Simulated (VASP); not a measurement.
# Cu (P6_3/mmc) in VASP: a series of runs

Runs on Cu. Level: PBEsol. Tasks: single point.

Program: VASP 6.6.1. These are calculated values, not measurements. Logs are shortened: lines on timing, memory, paths and dates and some standing lists are left out, and cuts for length are marked.

### 1 The cell of the first run

The structure is hexagonal, space group P6_3/mmc (No. 194). The conventional cell has a = 2.595 Å, b = 2.595 Å, c = 8.069 Å, α = 90.00°, β = 90.00°, γ = 120.00°. Within 3.3 Å of Cu (site symmetry -3m) lie 12 Cu at 2.51 to 2.60 Å. Within 3.3 Å of Cu (site symmetry -6m2) lie 12 Cu at 2.51 to 2.60 Å.

This isn't the form of Cu at room conditions, which is fcc.

### 2 Single point, PBEsol (biaxial strain in the a-b plane: +3.0 %, then relaxed in part)

Input file INCAR:

```
SYSTEM = Cu
ALGO = Fast
EDIFF = 1E-6
ENCUT = 520
GGA = PS
ISIF = 2
ISMEAR = 0
LASPH = .True.
LCHARG = .True.
LELF = .True.
LREAL = .False.
LVHAR = .True.
LWAVE = .False.
NBANDS = 30
NELM = 60
PREC = Accurate
SIGMA = 0.1
```

Input file KPOINTS:

```
k-points
0
Gamma
  24 24 6
  0 0 0
```

Input file POSCAR:

```
Cu
1.0
    2.5953923805      0.0000000000      0.0000000000
   -1.2976961903      2.2476757343      0.0000000000
    0.0000000000      0.0000000000      8.0688795500
Cu
4
Direct
    0.0000000000      0.0000000000      0.0000000000
    0.3333333333      0.6666666667      0.2500000000
    0.0000000000      0.0000000000      0.5000000000
    0.6666666667      0.3333333333      0.7500000000
```

Potentials or basis: VASP PAW PBE potentials, release 64 (Cu).

The run is started by

```sh
> cat potpaw_PBE.64/Cu/POTCAR > POTCAR
> mpirun -np 1 vasp_std > vasp.out
```

OUTCAR:

```text
SYSTEM = Cu
   EDIFF = 1E-6
   ENCUT = 520
   GGA = PS
   ISIF = 2
   ISMEAR = 0
   LASPH = .True.
   LREAL = .False.
   NELM = 60
   PREC = Accurate

 ion  position               nearest neighbor table
   1  0.000  0.000  0.000-   2 2.51   4 2.51   4 2.51   2 2.51   4 2.51   2 2.51
   2  0.333  0.667  0.250-   1 2.51   3 2.51   1 2.51   3 2.51   1 2.51   3 2.51
   3  0.000  0.000  0.500-   2 2.51   4 2.51   4 2.51   2 2.51   4 2.51   2 2.51
   4  0.667  0.333  0.750-   1 2.51   3 2.51   1 2.51   3 2.51   1 2.51   3 2.51

  LATTYP: Found a hexagonal cell.
 ALAT       =     2.5953923805
 C/A-ratio  =     3.1089247278

  Lattice vectors:

 A1 = (   2.5953923805,   0.0000000000,   0.0000000000)
 A2 = (  -1.2976961903,   2.2476757343,   0.0000000000)
 A3 = (   0.0000000000,   0.0000000000,   8.0688795500)

Analysis of symmetry for initial positions (statically):
=====================================================================
 Subroutine PRICEL returns:
 Original cell was already a primitive cell.

 Routine SETGRP: Setting up the symmetry group for a
 hexagonal supercell.

 Subroutine GETGRP returns: Found 24 space group operations
 (whereof 12 operations were pure point group operations)
 out of a pool of 24 trial point group operations.

The static configuration has the point symmetry D_3d.
 The point group associated with its full space group is D_6h.

Analysis of symmetry for dynamics (positions and initial velocities):
=====================================================================
 Subroutine PRICEL returns:
 Original cell was already a primitive cell.

 Routine SETGRP: Setting up the symmetry group for a
 hexagonal supercell.

 Subroutine GETGRP returns: Found 24 space group operations
 (whereof 12 operations were pure point group operations)
 out of a pool of 24 trial point group operations.

The dynamic configuration has the point symmetry D_3d.
 The point group associated with its full space group is D_6h.

 Subroutine INISYM returns: Found 24 space group operations
 (whereof 12 operations are pure point group operations),
 and found     1 'primitive' translations

----------------------------------------------------------------------------------------

                                     Primitive cell

  volume of cell :      47.0706

  direct lattice vectors                    reciprocal lattice vectors
     2.595392380  0.000000000  0.000000000     0.385298195  0.222452017  0.000000000
    -1.297696190  2.247675734  0.000000000     0.000000000  0.444904033  0.000000000
[... 92 lines left out ...]
   NSW    =      0    number of steps for IOM
   IBRION =     -1    ionic relax: 0-MD 1-quasi-New 2-CG
   NFREE  =      0    steps in history (QN), initial steepest desc. (CG)
   ISIF   =      2    stress and relaxation
   ISYM   =      2    0-nonsym 1-usesym 2-fastsym
   POTIM  = 0.5000    time-step for ionic-motion
   TEBEG  =    0.0;   TEEND  =   0.0 temperature during run
   PSTRESS=    0.0 pullay stress
   NELECT =      44.0000    total number of electrons
   NUPDOWN=      -1.0000    fix difference up-down
   EMIN   =  10.00;   EMAX   =-10.00  energy-range for DOS
   EFERMI =   0.00;   METHOD = LEGACY
   ISMEAR =     0;   SIGMA  =   0.10  broadening in eV -4-tet -1-fermi 0-gaus
   EFERMI_NEDOS =   21; number of points for ismear=-14 and -15
   IALGO  =     68    algorithm
   IMIX   =      4    mixing-type and parameters
     AMIX     =   0.40;   BMIX     =  1.00
     AMIX_MAG =   1.60;   BMIX_MAG =  1.00
  volume/ion in A,a.u.               =      11.77        79.41
  Fermi-wavevector in a.u.,A,eV,Ry     =   1.600697  3.024878 34.861260  2.562230
  Thomas-Fermi vector in A             =   2.697792
   LORBIT       =      0    0 simple, 1 ext, 2 COOP (PROOUT), +10 PAW based schemes
   GGA     = PS    functional components
   LHFCALC =     F    Hartree Fock is set to
   AEXX    =    0.0000 exact exchange contribution
   IVDW    =     0    specifies the selected vdW correction
   LEPSILON=     F    determine dielectric tensor
   LRPA    =     F    only Hartree local field effects (RPA)
 non-spin polarized calculation
 RMM-DIIS sequential band-by-band and
 Gauss-broadening in eV      SIGMA  =   0.10
  energy-cutoff  :      520.00
  volume of cell :       47.07
 maximum number of plane-waves:      1290
 NGX is ok and might be reduce to    20
   NGX =  9   NGY =  9   NGZ = 31

 number of electron      43.9999997 magnetization

 Free energy of the ion-electron system (eV)
  ---------------------------------------------------
  ext. energy  EPLUGINS =         0.00000000
  ---------------------------------------------------
  free energy    TOTEN  =       -17.15292038 eV

  energy without entropy =      -17.14715804  energy(sigma->0) =      -17.15003921

 E-fermi :   7.4677     XC(G=0): -12.9271

 val. band max:        7.4615068777   @ k =   0.1667   0.1667   0.3333
 cond. band min:       7.4680904275   @ k =   0.4583   0.0833   0.3333
 fundamental gap:      0.0065835497
 Fermi energy:         7.4676880028

 k-point     1 :       0.0000    0.0000    0.0000
  band No.  band energies     occupation
      1      -1.9710      2.00000
      2       0.3052      2.00000
      3       0.3071      2.00000
      4       2.4208      2.00000
      5       4.2521      2.00000
      6       4.2696      2.00000
[... 781 lines left out ...]
     29      17.9950      0.00000
     30      18.3604      0.00000

 [... further k-points ...]

------------------------ aborting loop because EDIFF is reached ----------------------------------------

  FORCE on cell =-STRESS in cart. coord.  units (eV):
  Direction    XX          YY          ZZ          XY          YZ          ZX
  --------------------------------------------------------------------------------------
  -------------------------------------------------------------------------------------
  Total       -2.3013271     -2.3013271      0.1328056      0.0000000      0.0000000      0.0000000
  in kB      -78.3319657    -78.3319657      4.5204006      0.0000000      0.0000000      0.0000000
  external PRESSURE =     -50.7145103 kB  Pullay stress =       0.0000000 kB

 VOLUME and BASIS-vectors are now :
 -----------------------------------------------------------------------------
  energy-cutoff  :      520.00
  volume of cell :       47.07
      direct lattice vectors                 reciprocal lattice vectors
     2.595392380  0.000000000  0.000000000     0.385298195  0.222452017  0.000000000
    -1.297696190  2.247675734  0.000000000     0.000000000  0.444904033  0.000000000
     0.000000000  0.000000000  8.068879550     0.000000000  0.000000000  0.123932944

 POSITION                                       TOTAL-FORCE (eV/Angst)
 -----------------------------------------------------------------------------------
      0.00000      0.00000      0.00000        -0.000000      0.000000      0.000000
     -0.00000      1.49845      2.01722        -0.000000      0.000000     -0.000000
      0.00000      0.00000      4.03444        -0.000000      0.000000      0.000000
      1.29770      0.74923      6.05166         0.000000     -0.000000     -0.000000
 -----------------------------------------------------------------------------------
    total drift:                                0.000000     -0.000000      0.000000

  FREE ENERGIE OF THE ION-ELECTRON SYSTEM (eV)
  ---------------------------------------------------
  free  energy   TOTEN  =       -17.1529203834 eV

  energy  without entropy=      -17.1471580442  energy(sigma->0) =      -17.15003921
```

Wall time 2.7 min (1 thread of Intel Xeon 6975P-C (Granite Rapids), shared host); peak memory 0.35 GiB.

Results:

| Property | Result |
| --- | --- |
| Free energy | -17.1529 eV |
| Pressure | -5.1 GPa |
| Band gap on the k mesh | zero (bands 22 and 23 overlap by 4.84 eV) |

Caveat: the cell differs from its parent crystal (biaxial strain in the a-b plane: +3.0 %, then relaxed in part); the stress differs along the axes, from -8 to 0 GPa; the PAW data sets were made with another functional, which shifts forces and pressure a little.

### 3 Single point, PBEsol (biaxial strain in the a-b plane: +3.0 %)

Input file INCAR:

```
SYSTEM = Cu
  PREC = Accurate
  ENCUT = 520
  EDIFF = 1E-6
  ISMEAR = 0
  SIGMA = 0.1
  LREAL = .FALSE.
  LASPH = .TRUE.
  NELM = 100
  ALGO = Fast
  ISIF = 2
  LWAVE = .FALSE.
  LCHARG = .FALSE.
  GGA = PS
  NBANDS = 30
```

Input file KPOINTS:

```
regular mesh
0
G
  24 24 6
  0 0 0
```

POSCAR: that of step 2 with these lines changed.

```diff
@@ -4,3 +4,3 @@
    -1.2976961903      2.2476757343      0.0000000000
-    0.0000000000      0.0000000000      8.0688795500
+    0.0000000000      0.0000000000      8.0870201974
 Cu
```

Potentials or basis: VASP PAW PBE potentials, release 64 (Cu).

The run is started by

```sh
> cat potpaw_PBE.64/Cu/POTCAR > POTCAR
> mpirun -np 1 vasp_std > vasp.out
```

Run time: 2.7 min. Hardware: 1 thread of Intel Xeon 6975P-C (Granite Rapids), shared host; peak memory 0.34 GiB.

The run converged. Its results:

```yaml
Free_energy: -17.1532 eV
Pressure: -5.6 GPa
Band_gap_on_the_k_mesh: zero (bands 22 and 23 overlap by 4.85 eV)
```

Stress tensor (GPa, compression positive):
```
-8.22  0.00  0.00
 0.00 -8.22  0.00
 0.00  0.00 -0.33
```

Levels at points of the mesh, in eV from the Fermi level:
```csv
k point,band 18,band 19,band 20,band 21,band 22,band 23,band 24,band 25,band 26,band 27
"(0.00, 0.00, 0.00)",-2.20,-2.20,-1.96,-1.96,-1.65,-1.65,-0.61,4.39,13.64,13.65
"(0.50, 0.00, 0.00)",-1.60,-1.54,-1.52,-0.76,0.33,0.79,1.36,4.40,4.46,8.69
"(0.00, 0.00, 0.50)",-2.28,-2.28,-2.28,-1.80,-1.80,-1.80,-1.80,7.75,7.75,20.28
"(0.50, 0.00, 0.50)",-1.71,-1.60,-1.60,-0.08,-0.08,1.19,1.19,5.05,5.05,6.96
```

Caveat: the cell differs from its parent crystal (biaxial strain in the a-b plane: +3.0 %); the stress differs along the axes, from -8 to -0 GPa; the PAW data sets were made with another functional, which shifts forces and pressure a little.

### 4 Single point, PBEsol (biaxial strain in the a-b plane: +4.5 %, then relaxed in part)

Input file INCAR:

```
ALGO     = Fast           # electronic algorithm
EDIFF    = 1E-6           # SCF threshold, eV
ENCUT    = 520            # plane-wave cutoff, eV
GGA      = PS             # functional
ISIF     = 2              # what is computed and relaxed
ISMEAR   = 0              # smearing method
LASPH    = T              # aspherical terms in the spheres
LCHARG   = F              # write CHGCAR
LREAL    = F              # projectors in reciprocal space
LWAVE    = F              # write WAVECAR
NBANDS   = 30             # bands
NELM     = 80             # most SCF steps
PREC     = Accurate       # precision mode
SIGMA    = 0.1            # smearing width, eV
```

Input file KPOINTS:

```
k-points
0
Gamma
  24 24 6
```

Input file POSCAR:

```
Cu
1.0
    2.6331893570      0.0000000000      0.0000000000
   -1.3165946785      2.2804088761      0.0000000000
    0.0000000000      0.0000000000      7.9766339794
Cu
4
Direct
    0.0000000000      0.0000000000      0.0000000000
    0.3333333333      0.6666666667      0.2500000000
    0.0000000000      0.0000000000      0.5000000000
    0.6666666667      0.3333333333      0.7500000000
```

The run is started by

```sh
> cat potpaw_PBE.64/Cu/POTCAR > POTCAR
> mpirun -np 1 vasp_std > vasp.out
```

Run time: 3.5 min. Hardware: 1 thread of Intel Xeon 6975P-C (Granite Rapids), shared host; peak memory 0.35 GiB.

It converged, with:

```yaml
Free_energy: -17.0739 eV
Pressure: -6.6 GPa
Band_gap_on_the_k_mesh: zero (bands 22 and 23 overlap by 4.65 eV)
```

Stress tensor (GPa, compression positive):
```
-10.26   0.00   0.00
  0.00 -10.26   0.00
  0.00   0.00   0.64
```

Levels at points of the mesh, in eV from the Fermi level:
```
           k point  band 18  band 19  band 20  band 21  band 22  band 23  band 24  band 25  band 26  band 27
(0.00, 0.00, 0.00)    -2.22    -2.22    -1.92    -1.92    -1.62    -1.62    -0.29     4.72    14.27    14.27
(0.50, 0.00, 0.00)    -1.59    -1.54    -1.48    -0.78     0.33     0.69     1.26     4.25     4.34     8.77
(0.00, 0.00, 0.50)    -2.26    -2.25    -2.25    -1.77    -1.77    -1.77    -1.77     8.22     8.22    20.32
(0.50, 0.00, 0.50)    -1.74    -1.61    -1.61    -0.13    -0.13     1.10     1.10     5.00     5.00     6.93
```

Caveat: the cell differs from its parent crystal (biaxial strain in the a-b plane: +4.5 %, then relaxed in part); the stress differs along the axes, from -10 to 1 GPa; the PAW data sets were made with another functional, which shifts forces and pressure a little.

### 5 Single point, PBEsol (biaxial strain in the a-b plane: +4.5 %)

Input file INCAR:

```
SYSTEM = Cu
  PREC = Accurate
  ENCUT = 520
  EDIFF = 1E-6
  ISMEAR = 0
  SIGMA = 0.1
  LREAL = .False.
  LASPH = .True.
  NELM = 100
  ALGO = Fast
  ISIF = 2
  LWAVE = .False.
  LCHARG = .False.
  GGA = PS
  NBANDS = 30
```

Input file KPOINTS:

```
Automatic mesh
0
Gamma
  24 24 6
  0 0 0
```

POSCAR: that of step 4 with these lines changed.

```diff
@@ -4,3 +4,3 @@
    -1.3165946785      2.2804088761      0.0000000000
-    0.0000000000      0.0000000000      7.9766339794
+    0.0000000000      0.0000000000      8.0129029043
 Cu
```

The run is started by

```sh
> cat potpaw_PBE.64/Cu/POTCAR > POTCAR
> mpirun -np 1 vasp_std > vasp.out
```

Run time: 2.4 min. Hardware: 1 thread of Intel Xeon 6975P-C (Granite Rapids), shared host; peak memory 0.35 GiB.

The run converged. Its results:

| Item | Value |
| --- | --- |
| Free energy | -17.0741 eV |
| Pressure | -6.2 GPa |
| Band gap on the k mesh | zero (bands 22 and 23 overlap by 4.66 eV) |

Stress tensor (GPa, compression positive):
```
-9.60  0.00  0.00
 0.00 -9.60  0.00
 0.00  0.00  0.61
```

Levels at points of the mesh, in eV from the Fermi level:
| k point | band 18 | band 19 | band 20 | band 21 | band 22 | band 23 | band 24 | band 25 | band 26 | band 27 |
| --- | --- | --- | --- | --- | --- | --- | --- | --- | --- | --- |
| (0.00, 0.00, 0.00) | -2.20 | -2.20 | -1.92 | -1.92 | -1.62 | -1.62 | -0.33 | 4.63 | 14.11 | 14.11 |
| (0.50, 0.00, 0.00) | -1.59 | -1.53 | -1.49 | -0.77 | 0.34 | 0.70 | 1.26 | 4.24 | 4.32 | 8.72 |
| (0.00, 0.00, 0.50) | -2.26 | -2.26 | -2.26 | -1.77 | -1.77 | -1.77 | -1.77 | 8.09 | 8.09 | 20.33 |
| (0.50, 0.00, 0.50) | -1.73 | -1.61 | -1.61 | -0.12 | -0.12 | 1.10 | 1.10 | 4.97 | 4.97 | 6.89 |

Caveat: the cell differs from its parent crystal (biaxial strain in the a-b plane: +4.5 %); the stress differs along the axes, from -10 to 1 GPa; the PAW data sets were made with another functional, which shifts forces and pressure a little.

### 6 The runs side by side

```tsv
cell	gap on the mesh (eV)	pressure (GPa)
a = 2.595, b = 2.595, c = 8.069 Å, angles 90.0, 90.0, 120.0°, 4 atoms	none	-5.1
a = 2.595, b = 2.595, c = 8.087 Å, angles 90.0, 90.0, 120.0°, 4 atoms	none	-5.6
a = 2.633, b = 2.633, c = 7.977 Å, angles 90.0, 90.0, 120.0°, 4 atoms	none	-6.6
a = 2.633, b = 2.633, c = 8.013 Å, angles 90.0, 90.0, 120.0°, 4 atoms	none	-6.2
```

Alike in all rows: task single point; level PBEsol; potentials or basis VASP PAW PBE potentials, release 64 (Cu); no spin polarisation; k mesh 24 × 24 × 6; cutoff (eV) 520; smearing gaussian 0.1 eV.

Caveats: the PAW data sets were made with another functional, which shifts forces and pressure a little; the stress differs along the axes, from -10 to 1 GPa (at least some runs); the stress differs along the axes, from -8 to 0 GPa (at least some runs); the stress differs along the axes, from -8 to -0 GPa (at least some runs).

Absolute energies hang on the potentials; compare differences alone.
